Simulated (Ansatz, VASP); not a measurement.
**Two plane-wave programs on CoGe2Ru**

```
CELL_PARAMETERS angstrom
1.88611 -6.25819 0.00000
1.88611 6.25819 0.00000
0.00000 0.00000 4.98478
ATOMIC_POSITIONS crystal
Co 0.00000 0.00000 0.00000
Co 0.00000 0.00000 0.50000
Ge 0.16545 0.83455 0.75000
Ge 0.83455 0.16545 0.25000
Ge 0.43948 0.56052 0.75000
Ge 0.56052 0.43948 0.25000
Ru 0.19325 0.80675 0.25000
Ru 0.80675 0.19325 0.75000
```

Alike in both runs: task single point; functional PBE; k mesh 6 × 6 × 4; occupations gaussian, width 0.1 eV; no spin polarisation.

|  | VASP | Ansatz |
| --- | --- | --- |
| version | VASP 6.6.1 | Ansatz 0.2.0 |
| potentials or method | VASP PAW PBE potentials, release 64 (Co, Ge_d, Ru_pv), cutoff 520 eV | scalar-relativistic, plane waves, PAW |
| valence electrons in the cell | 102 | 122 |

Ansatz gave:

- gap on the k mesh at the Fermi level (eV): none
- pressure (GPa): 0.0
- traceless stress, the component that is largest in VASP (GPa): -0.05
- rms of the force components (eV/Å): 0.018

Q: What did VASP give for the same quantities?

A: gap on the k mesh at the Fermi level (eV): none; pressure (GPa): 0.1; traceless stress, the component that is largest in VASP (GPa): -0.07; rms of the force components (eV/Å): 0.020.

Atom by atom the forces differ by 0.002 eV/Å (rms over components). A gap of «none» marks a metal or a gap that the smearing closes. With one functional, cell and mesh, what is left measures potentials, basis and numerics. VASP's potentials hold 102 valence electrons a cell and Ansatz's 122, so a difference there can come from the potentials and not from the codes.
